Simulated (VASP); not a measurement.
# La (P6_3/mmc) in VASP: further runs, part 2 of 3

VASP 6.6.1.

## (3) Single point, PBE

INCAR

```
  ALGO = Normal
  EDIFF = 1E-6
  ENCUT = 520
  GGA = PE
  ISIF = 2
  ISMEAR = -1
  LASPH = T
  LCHARG = T
  LELF = T
  LREAL = F
  LVHAR = T
  LWAVE = F
  NBANDS = 18
  NELM = 60
  PREC = Accurate
  SIGMA = 0.1
```

KPOINTS

```
k-points
0
Gamma
  13 13 7
```

POSCAR

```
La
1.0
    3.2959223116      0.0000000001      0.0000000000
   -1.6479611558      2.8543524507      0.0000000000
    0.0000000000      0.0000000000      5.4891450308
La
2
Direct
    0.3333333333      0.6666666667      0.2500000000
    0.6666666667      0.3333333333      0.7500000000
```

Potentials or basis: VASP PAW PBE potentials, release 64 (La).

Run with:

```bash
$ cat potpaw_PBE.64/La/POTCAR > POTCAR
$ mpirun -np 1 vasp_std > vasp.out
```

OUTCAR:

```text
EDIFF = 1E-6
   ENCUT = 520
   GGA = PE
   ISIF = 2
   ISMEAR = -1
   LASPH = T
   LREAL = F
   NELM = 60
   PREC = Accurate

 ion  position               nearest neighbor table
   1  0.333  0.667  0.250-   2 3.34   2 3.34   2 3.34   2 3.34   2 3.34   2 3.34
   2  0.667  0.333  0.750-   1 3.34   1 3.34   1 3.34   1 3.34   1 3.34   1 3.34

  LATTYP: Found a hexagonal cell.
 ALAT       =     3.2959223116
 C/A-ratio  =     1.6654351990

  Lattice vectors:

 A1 = (   3.2959223116,   0.0000000001,   0.0000000000)
 A2 = (  -1.6479611558,   2.8543524507,   0.0000000000)
 A3 = (   0.0000000000,   0.0000000000,   5.4891450308)

Analysis of symmetry for initial positions (statically):
=====================================================================
 Subroutine PRICEL returns:
 Original cell was already a primitive cell.

 Routine SETGRP: Setting up the symmetry group for a
 hexagonal supercell.

 Subroutine GETGRP returns: Found 24 space group operations
 (whereof 12 operations were pure point group operations)
 out of a pool of 24 trial point group operations.

The static configuration has the point symmetry D_3d.
 The point group associated with its full space group is D_6h.

Analysis of symmetry for dynamics (positions and initial velocities):
=====================================================================
 Subroutine PRICEL returns:
 Original cell was already a primitive cell.

 Routine SETGRP: Setting up the symmetry group for a
 hexagonal supercell.

 Subroutine GETGRP returns: Found 24 space group operations
 (whereof 12 operations were pure point group operations)
 out of a pool of 24 trial point group operations.

The dynamic configuration has the point symmetry D_3d.
 The point group associated with its full space group is D_6h.

 Subroutine INISYM returns: Found 24 space group operations
 (whereof 12 operations are pure point group operations),
 and found     1 'primitive' translations

----------------------------------------------------------------------------------------

                                     Primitive cell

  volume of cell :      51.6404

  direct lattice vectors                    reciprocal lattice vectors
     3.295922312  0.000000000  0.000000000     0.303405210  0.175171079  0.000000000
    -1.647961156  2.854352451  0.000000000    -0.000000000  0.350342159  0.000000000
     0.000000000  0.000000000  5.489145031     0.000000000  0.000000000  0.182177733

  length of vectors
     3.295922312  3.295922312  5.489145031     0.350342159  0.350342159  0.182177733

  position of ions in fractional coordinates (direct lattice)
     0.333333333  0.666666667  0.250000000
     0.666666667  0.333333333  0.750000000

  ion indices of the primitive-cell ions
   primitive index   ion index
                 1           1
                 2           2

----------------------------------------------------------------------------------------

 KPOINTS: k-points

Automatic generation of k-mesh.
 Grid dimensions read from file:
 generate k-points for:   13   13    7

 Generating k-lattice:

  Cartesian coordinates                     Fractional coordinates (reciprocal lattice)
     0.023338862  0.013474698  0.000000000     0.076923077  0.000000000  0.000000000
    -0.000000000  0.026949397  0.000000000     0.000000000  0.076923077  0.000000000
     0.000000000  0.000000000  0.026025390     0.000000000  0.000000000  0.142857143

  Length of vectors
     0.026949397  0.026949397  0.026025390

  Shift w.r.t. Gamma in fractional coordinates (k-lattice)
     0.000000000  0.000000000  0.000000000

 Subroutine IBZKPT returns following result:
 ===========================================

 Found     84 irreducible k-points:

 Following reciprocal coordinates:
            Coordinates               Weight
  0.000000  0.000000  0.000000      1.000000
  0.076923 -0.000000  0.000000      6.000000
  0.153846 -0.000000  0.000000      6.000000
  0.230769 -0.000000  0.000000      6.000000
  0.307692 -0.000000  0.000000      6.000000
  0.384615 -0.000000  0.000000      6.000000
[... 16 lines left out ...]
  0.076923 -0.000000  0.142857     12.000000
  0.153846 -0.000000  0.142857     12.000000
 [... further k-points ...]
   k-points           NKPTS =     84   k-points in BZ     NKDIM =     84   number of bands    NBANDS=     18
   number of dos      NEDOS =    301   number of ions     NIONS =      2
   total plane-waves  NPLWV =  32928
   dimension x,y,z NGX =    28 NGY =   28 NGZ =   42
   dimension x,y,z NGXF=    56 NGYF=   56 NGZF=   84
   ions per type =               2
   NGX,Y,Z   is equivalent  to a cutoff of  14.12, 14.12, 12.72 a.u.
   NGXF,Y,Z  is equivalent  to a cutoff of  28.25, 28.25, 25.44 a.u.
 SYSTEM =  unknown system
   PREC   = accura    normal or accurate (medium, high low for compatibility)
   ISTART =      0    job   : 0-new  1-cont  2-samecut
   ICHARG =      2    charge: 1-file 2-atom 10-const
   ISPIN  =      1    spin polarized calculation?
   LNONCOLLINEAR =      F non collinear calculations
   LSORBIT =      F    spin-orbit coupling
   LASPH  =      T    aspherical Exc in radial PAW
   ENCUT  =  520.0 eV  38.22 Ry    6.18 a.u.   6.13  6.13 10.21*2*pi/ulx,y,z
   NELM   =     60;   NELMIN=  2; NELMDL= -5     # of ELM steps
   EDIFF  = 0.1E-05   stopping-criterion for ELM
   LREAL  =      F    real-space projection
   EDIFFG = 0.1E-04   stopping-criterion for IOM
   NSW    =      0    number of steps for IOM
   IBRION =     -1    ionic relax: 0-MD 1-quasi-New 2-CG
   NFREE  =      0    steps in history (QN), initial steepest desc. (CG)
   ISIF   =      2    stress and relaxation
   ISYM   =      2    0-nonsym 1-usesym 2-fastsym
   POTIM  = 0.5000    time-step for ionic-motion
   TEBEG  =    0.0;   TEEND  =   0.0 temperature during run
   PSTRESS=    0.0 pullay stress
   NELECT =      22.0000    total number of electrons
   NUPDOWN=      -1.0000    fix difference up-down
   EMIN   =  10.00;   EMAX   =-10.00  energy-range for DOS
   EFERMI =   0.00;   METHOD = LEGACY
   ISMEAR =    -1;   SIGMA  =   0.10  broadening in eV -4-tet -1-fermi 0-gaus
   EFERMI_NEDOS =   21; number of points for ismear=-14 and -15
   IALGO  =     38    algorithm
   IMIX   =      4    mixing-type and parameters
     AMIX     =   0.40;   BMIX     =  1.00
     AMIX_MAG =   1.60;   BMIX_MAG =  1.00
  volume/ion in A,a.u.               =      25.82       174.24
  Fermi-wavevector in a.u.,A,eV,Ry     =   1.231835  2.327831 20.645727  1.517418
  Thomas-Fermi vector in A             =   2.366629
   LORBIT       =      0    0 simple, 1 ext, 2 COOP (PROOUT), +10 PAW based schemes
   GGA     = PE    functional components
   LHFCALC =     F    Hartree Fock is set to
   AEXX    =    0.0000 exact exchange contribution
   IVDW    =     0    specifies the selected vdW correction
   LEPSILON=     F    determine dielectric tensor
   LRPA    =     F    only Hartree local field effects (RPA)
 non-spin polarized calculation
  energy-cutoff  :      520.00
  volume of cell :       51.64
 maximum number of plane-waves:      1406
 NGX is ok and might be reduce to    28
   NGX = 13   NGY = 13   NGZ = 21

 number of electron      22.0000000 magnetization

 Free energy of the ion-electron system (eV)
  ---------------------------------------------------
  ext. energy  EPLUGINS =         0.00000000
  ---------------------------------------------------
  free energy    TOTEN  =        -8.88331796 eV

  energy without entropy =       -8.79746519  energy(sigma->0) =       -8.84039158

 E-fermi :  11.9771     XC(G=0): -11.1462

 val. band max:       11.9756437966   @ k =   0.3077   0.1538   0.4286
 cond. band min:      11.9776015843   @ k =   0.1538   0.1538   0.1429
 fundamental gap:      0.0019577877
 Fermi energy:        11.9771202864

 k-point     1 :       0.0000    0.0000    0.0000
  band No.  band energies     occupation
      1     -20.8151      2.00000
      2     -20.1178      2.00000
      3      -6.0970      2.00000
      4      -2.9076      2.00000
      5      -2.9076      2.00000
      6      -2.5999      2.00000
[... 10 lines left out ...]
     17      14.1499      0.00000
     18      14.2040      0.00000

 k-point     2 :       0.0769   -0.0000    0.0000
  band No.  band energies     occupation
      1     -20.7797      2.00000
      2     -20.0969      2.00000
      3      -6.0387      2.00000
      4      -3.1166      2.00000
      5      -2.9691      2.00000
      6      -2.6922      2.00000
[... 10 lines left out ...]
     17      14.2157      0.00000
     18      14.2343      0.00000
[... 442 lines left out ...]
 k-point    24 :       0.1538   -0.0000    0.1429
  band No.  band energies     occupation
      1     -20.6495      2.00000
      2     -20.0744      2.00000
      3      -5.7454      2.00000
      4      -3.6298      2.00000
      5      -3.3347      2.00000
      6      -3.1025      2.00000
[... 10 lines left out ...]
     17      14.1902      0.00000
     18      14.3749      0.00000

 [... further k-points ...]
[... 5 lines left out ...]
  --------------------------------------------------------------------------------------
  -------------------------------------------------------------------------------------
  Total        4.8360335      4.8360335      4.8610498      0.0000000      0.0000000     -0.0000000
  in kB      150.0412299    150.0412299    150.8173764      0.0000000      0.0000000     -0.0000000
  external PRESSURE =     150.2999454 kB  Pullay stress =       0.0000000 kB

 VOLUME and BASIS-vectors are now :
 -----------------------------------------------------------------------------
  energy-cutoff  :      520.00
  volume of cell :       51.64
      direct lattice vectors                 reciprocal lattice vectors
     3.295922312  0.000000000  0.000000000     0.303405210  0.175171079  0.000000000
    -1.647961156  2.854352451  0.000000000    -0.000000000  0.350342159  0.000000000
     0.000000000  0.000000000  5.489145031     0.000000000  0.000000000  0.182177733

 POSITION                                       TOTAL-FORCE (eV/Angst)
 -----------------------------------------------------------------------------------
     -0.00000      1.90290      1.37229         0.000000     -0.000000      0.000000
      1.64796      0.95145      4.11686        -0.000000      0.000000      0.000000
 -----------------------------------------------------------------------------------
    total drift:                               -0.000000      0.000000     -0.000000

  FREE ENERGIE OF THE ION-ELECTRON SYSTEM (eV)
  ---------------------------------------------------
  free  energy   TOTEN  =        -8.8833179638 eV

  energy  without entropy=       -8.7974651899  energy(sigma->0) =       -8.84039158
```

stdout:

```text
POSCAR found type information on POSCAR La
 POSCAR found :  1 types and       2 ions
 scaLAPACK will be used
 LDA part: xc-table for (Slater+PW92), standard interpolation
 POSCAR, INCAR and KPOINTS ok, starting setup
 FFT: planning ... GRIDC
 FFT: planning ... GRID_SOFT
 FFT: planning ... GRID
 WAVECAR not read
 entering main loop
```

It took 1.7 min on 1 thread of Intel Xeon 6975P-C, shared host; peak memory 0.23 GiB.

Results:

- Free energy: -8.8833 eV
- Pressure: 15.0 GPa
- Band gap on the k mesh: zero (band 11 reaches 12.86 eV, above the bottom of band 12 at 11.07 eV)

Stress tensor (GPa, compression positive):
```
15.00  0.00  0.00
 0.00 15.00  0.00
 0.00  0.00 15.08
```

Levels at points of the mesh, in eV from the Fermi level:
```csv
k point,band 8,band 9,band 10,band 11,band 12,band 13,band 14,band 15
"(0.00, 0.00, 0.00)",-14.47,-2.31,-2.06,0.88,1.53,1.53,1.79,1.95
```

Caveat: spin-orbit coupling is left out, which moves the levels of the heavy elements.

[end of part 2 of 3]
